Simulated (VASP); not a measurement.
# RbSi6 in VASP: further runs, part 2 of 2

VASP 6.6.1. The steps go on from the part before.

### Step 3. Single point, PBE (volume scaled by 1.10)

File INCAR:

```
ALGO = Normal
EDIFF = 1E-7
ENCUT = 520
GGA = PE
ISIF = 2
ISMEAR = 0
LASPH = T
LCHARG = F
LREAL = F
LWAVE = F
NBANDS = 26
NELM = 80
PREC = Accurate
SIGMA = 0.1
```

File KPOINTS:

```
k-points
0
Gamma
  8 8 8
```

File POSCAR:

```
RbSi6
1.0
   -3.5116601511      3.5116601511      3.5116601511
    3.5116601511     -3.5116601511      3.5116601511
    3.5116601511      3.5116601511     -3.5116601511
Rb Si
1 6
Direct
    0.0000000000      0.0000000000      0.0000000000
    0.7500000000      0.2500000000      0.5000000000
    0.2500000000      0.7500000000      0.5000000000
    0.5000000000      0.2500000000      0.7500000000
    0.7500000000      0.5000000000      0.2500000000
    0.5000000000      0.7500000000      0.2500000000
    0.2500000000      0.5000000000      0.7500000000
```

Potentials or basis: VASP PAW PBE potentials, release 64 (Rb_sv, Si).

Command:

```bash
cat potpaw_PBE.64/Rb_sv/POTCAR potpaw_PBE.64/Si/POTCAR > POTCAR
mpirun -np 1 vasp_std > vasp.out
```

OUTCAR:

```text
EDIFF = 1E-7
   ENCUT = 520
   GGA = PE
   ISIF = 2
   ISMEAR = 0
   LASPH = T
   LREAL = F
   NELM = 80
   PREC = Accurate

 ion  position               nearest neighbor table
   1  0.000  0.000  0.000-   2 3.93   5 3.93   3 3.93   6 3.93   4 3.93   7 3.93   2 3.93   3 3.93
                             4 3.93   5 3.93   6 3.93   7 3.93   2 3.93   3 3.93   5 3.93   7 3.93
   2  0.750  0.250  0.500-   4 2.48   5 2.48   7 2.48   6 2.48   1 3.93   1 3.93   1 3.93   1 3.93

   3  0.250  0.750  0.500-   6 2.48   7 2.48   4 2.48   5 2.48   1 3.93   1 3.93   1 3.93   1 3.93

[... 913 lines left out ...]
  Total       -5.5032969     -5.5032969     -5.5032969     -0.0000000     -0.0000000     -0.0000000
  in kB      -50.9021464    -50.9021464    -50.9021464     -0.0000000     -0.0000000     -0.0000000
  external PRESSURE =     -50.9021464 kB  Pullay stress =       0.0000000 kB

 VOLUME and BASIS-vectors are now :
 -----------------------------------------------------------------------------
  energy-cutoff  :      520.00
  volume of cell :      173.22
      direct lattice vectors                 reciprocal lattice vectors
    -3.511660151  3.511660151  3.511660151     0.000000000  0.142382799  0.142382799
     3.511660151 -3.511660151  3.511660151     0.142382799  0.000000000  0.142382799
     3.511660151  3.511660151 -3.511660151     0.142382799  0.142382799  0.000000000

 POSITION                                       TOTAL-FORCE (eV/Angst)
 -----------------------------------------------------------------------------------
      0.00000      0.00000      0.00000        -0.000000     -0.000000     -0.000000
     -0.00000      3.51166      1.75583        -0.000000      0.000000     -0.000000
      3.51166     -0.00000      1.75583         0.000000     -0.000000      0.000000
      1.75583      3.51166      0.00000        -0.000000      0.000000     -0.000000
     -0.00000      1.75583      3.51166        -0.000000     -0.000000     -0.000000
      1.75583     -0.00000      3.51166        -0.000000     -0.000000     -0.000000
      3.51166      1.75583      0.00000         0.000000      0.000000      0.000000
 -----------------------------------------------------------------------------------
    total drift:                               -0.000000     -0.000000     -0.000000

  FREE ENERGIE OF THE ION-ELECTRON SYSTEM (eV)
  ---------------------------------------------------
  free  energy   TOTEN  =       -33.0429723818 eV

  energy  without entropy=      -33.0302545825  energy(sigma->0) =      -33.03661348
```

It took 1.9 min on 1 thread of AMD EPYC 9R45 (Zen 5), shared host; peak memory 0.34 GiB.

Results:

```yaml
Free_energy: -33.0430 eV
Pressure: -5.1 GPa
```

Caveat: the cell differs from its parent crystal (volume scaled by 1.10).

### Step 4. Single point, PBE

This run uses another cell than the first one, of 22.50 Å³/atom, 0.944 times its volume.

File INCAR:

```
ALGO     = Normal         # electronic algorithm
EDIFF    = 1E-6           # SCF threshold, eV
ENCUT    = 520            # plane-wave cutoff, eV
GGA      = PE             # functional
ISIF     = 2              # what is computed and relaxed
ISMEAR   = 0              # smearing method
LASPH    = True           # aspherical terms in the spheres
LCHARG   = False          # write CHGCAR
LREAL    = False          # projectors in reciprocal space
LWAVE    = False          # write WAVECAR
NBANDS   = 26             # bands
NELM     = 100            # most SCF steps
PREC     = Accurate       # precision mode
SIGMA    = 0.2            # smearing width, eV
```

File KPOINTS:

```
k-points
0
Gamma
  4 4 4
```

File POSCAR:

```
RbSi6
1.0
   -3.4075711647      3.4077463507      3.4066361511
    3.4030076823     -3.4034840352      3.3977486816
    3.4008914892      3.3969138409     -3.4023158164
Rb Si
1 6
Direct
    0.0000038022     -0.0000148812      0.0000273861
    0.7501312269      0.2501175558      0.5002158719
    0.2498701662      0.7498854317      0.4997802573
    0.4999550405      0.2501370095      0.7498101087
    0.7501123009      0.5002794898      0.2501609994
    0.5000408007      0.7498648018      0.2501741387
    0.2498866626      0.4997305926      0.7498312377
```

Command:

```bash
cat potpaw_PBE.64/Rb_sv/POTCAR potpaw_PBE.64/Si/POTCAR > POTCAR
mpirun -np 1 vasp_std > vasp.out
```

Run time: 1.7 min. Hardware: 1 thread of AMD EPYC 9R45 (Zen 5), shared host; peak memory 0.34 GiB.

It converged, with:

* Free energy: -33.2725 eV
* Pressure: 0.0 GPa

Levels at points of the mesh, in eV from the Fermi level:
| k point | band 14 | band 15 | band 16 | band 17 | band 18 | band 19 |
| --- | --- | --- | --- | --- | --- | --- |
| (0.00, 0.00, 0.00) | -2.71 | -2.71 | -2.71 | 1.37 | 1.37 | 1.38 |
| (0.50, 0.00, 0.00) | -2.77 | -2.07 | -1.42 | -0.17 | 1.30 | 1.42 |
| (0.00, 0.50, 0.00) | -2.77 | -2.05 | -1.42 | -0.16 | 1.30 | 1.43 |
| (0.50, 0.50, 0.00) | -2.77 | -2.07 | -1.42 | -0.18 | 1.30 | 1.42 |
| (0.00, 0.00, 0.50) | -2.77 | -2.05 | -1.42 | -0.16 | 1.30 | 1.44 |
| (0.50, 0.00, 0.50) | -2.77 | -2.07 | -1.42 | -0.17 | 1.30 | 1.42 |
| (0.00, 0.50, 0.50) | -2.77 | -2.06 | -1.42 | -0.16 | 1.30 | 1.43 |
| (0.50, 0.50, 0.50) | -0.71 | -0.70 | -0.70 | -0.42 | -0.39 | -0.39 |

### Step 5. Single point, PBE (volume scaled by 0.88)

File INCAR:

```
SYSTEM = RbSi6
ALGO     = Normal         ! electronic algorithm
EDIFF    = 1E-6           ! SCF threshold, eV
ENCUT    = 520            ! plane-wave cutoff, eV
GGA      = PE             ! functional
ISIF     = 2              ! what is computed and relaxed
ISMEAR   = 0              ! smearing method
LASPH    = .TRUE.         ! aspherical terms in the spheres
LCHARG   = .FALSE.        ! write CHGCAR
LREAL    = .FALSE.        ! projectors in reciprocal space
LWAVE    = .FALSE.        ! write WAVECAR
NBANDS   = 26             ! bands
NELM     = 60             ! most SCF steps
PREC     = Accurate       ! precision mode
SIGMA    = 0.1            ! smearing width, eV
```

File KPOINTS:

```
k-points
0
G
  8 8 8
  0 0 0
```

File POSCAR:

```
RbSi6
1.0
   -3.2599365090      3.2599365090      3.2599365090
    3.2599365090     -3.2599365090      3.2599365090
    3.2599365090      3.2599365090     -3.2599365090
Rb Si
1 6
Direct
    0.0000000000      0.0000000000      0.0000000000
    0.7500000000      0.2500000000      0.5000000000
    0.2500000000      0.7500000000      0.5000000000
    0.5000000000      0.2500000000      0.7500000000
    0.7500000000      0.5000000000      0.2500000000
    0.5000000000      0.7500000000      0.2500000000
    0.2500000000      0.5000000000      0.7500000000
```

Command:

```bash
cat potpaw_PBE.64/Rb_sv/POTCAR potpaw_PBE.64/Si/POTCAR > POTCAR
mpirun -np 1 vasp_std > vasp.out
```

It took 73 s on 1 thread of AMD EPYC 9R45 (Zen 5), shared host; peak memory 0.26 GiB.

The run converged. Its results:

```yaml
Free_energy: -32.7340 eV
Pressure: 11.1 GPa
```

Levels at points of the mesh, in eV from the Fermi level:
```tsv
k point	band 12	band 13	band 14	band 15	band 16	band 17	band 18	band 19	band 20	band 21
(0.00, 0.00, 0.00)	-4.02	-4.02	-2.79	-2.79	-2.79	1.60	1.60	1.60	1.66	2.00
(0.50, 0.00, 0.00)	-4.44	-3.94	-2.87	-2.07	-1.32	-0.15	1.48	1.58	2.11	2.14
(0.50, 0.50, 0.50)	-2.73	-2.73	-0.49	-0.49	-0.49	-0.21	-0.21	-0.21	2.22	2.41
```

Caveat: the cell differs from its parent crystal (volume scaled by 0.88).

### Step 6. Single point, PBE (volume scaled by 0.91)

File INCAR:

```
SYSTEM = RbSi6
PREC = Accurate
ENCUT = 520
EDIFF = 1E-6
ISMEAR = 0
SIGMA = 0.1
LREAL = .False.
LASPH = .True.
NELM = 80
ALGO = Normal
ISIF = 2
LWAVE = .False.
LCHARG = .True.
GGA = PE
LELF = .True.
LVHAR = .True.
NBANDS = 26
```

File KPOINTS:

```
Automatic mesh
0
Gamma
  8 8 8
  0 0 0
```

Changes to POSCAR since step 5:

```diff
@@ -2,5 +2,5 @@
 1.0
-   -3.2599365090      3.2599365090      3.2599365090
-    3.2599365090     -3.2599365090      3.2599365090
-    3.2599365090      3.2599365090     -3.2599365090
+   -3.2965680751      3.2965680751      3.2965680751
+    3.2965680751     -3.2965680751      3.2965680751
+    3.2965680751      3.2965680751     -3.2965680751
 Rb Si
```

Potentials or basis: VASP PAW PBE potentials, release 64 (Rb_sv, Si).

Command:

```bash
cat potpaw_PBE.64/Rb_sv/POTCAR potpaw_PBE.64/Si/POTCAR > POTCAR
mpirun -np 1 vasp_std > vasp.out
```

Run time: 82 s. Hardware: 1 thread of AMD EPYC 9R45 (Zen 5), shared host; peak memory 0.27 GiB.

Results (log left out):

* Free energy: -33.0084 eV
* Pressure: 7.6 GPa

Levels at points of the mesh, in eV from the Fermi level:
| k point | band 14 | band 15 | band 16 | band 17 | band 18 | band 19 |
| --- | --- | --- | --- | --- | --- | --- |
| (0.00, 0.00, 0.00) | -2.74 | -2.74 | -2.74 | 1.56 | 1.56 | 1.56 |
| (0.50, 0.00, 0.00) | -2.81 | -2.04 | -1.32 | -0.13 | 1.46 | 1.57 |
| (0.50, 0.50, 0.50) | -0.52 | -0.52 | -0.52 | -0.24 | -0.24 | -0.24 |

Caveat: the cell differs from its parent crystal (volume scaled by 0.91).

### Step 7. Summary

```tsv
cell	k mesh	smearing	gap on the mesh (eV)	pressure (GPa)
a = 6.008 Å, angles 109.5°, 7 atoms	8 × 8 × 8	gaussian 0.1 eV	none	-3.4
a = 6.082 Å, angles 109.5°, 7 atoms	8 × 8 × 8	gaussian 0.1 eV	none	-5.1
a = 5.902, b = 5.891, c = 5.889 Å, angles 109.4, 109.5, 109.5°, 7 atoms	4 × 4 × 4	gaussian 0.2 eV	none	0.0
a = 5.646 Å, angles 109.5°, 7 atoms	8 × 8 × 8	gaussian 0.1 eV	none	11.1
a = 5.710 Å, angles 109.5°, 7 atoms	8 × 8 × 8	gaussian 0.1 eV	none	7.6
```

Alike in all rows: task single point; level PBE; potentials or basis VASP PAW PBE potentials, release 64 (Rb_sv, Si); no spin polarisation; cutoff (eV) 520.

Total energies depend on the potentials used, so only differences within one code and one set of settings carry meaning.
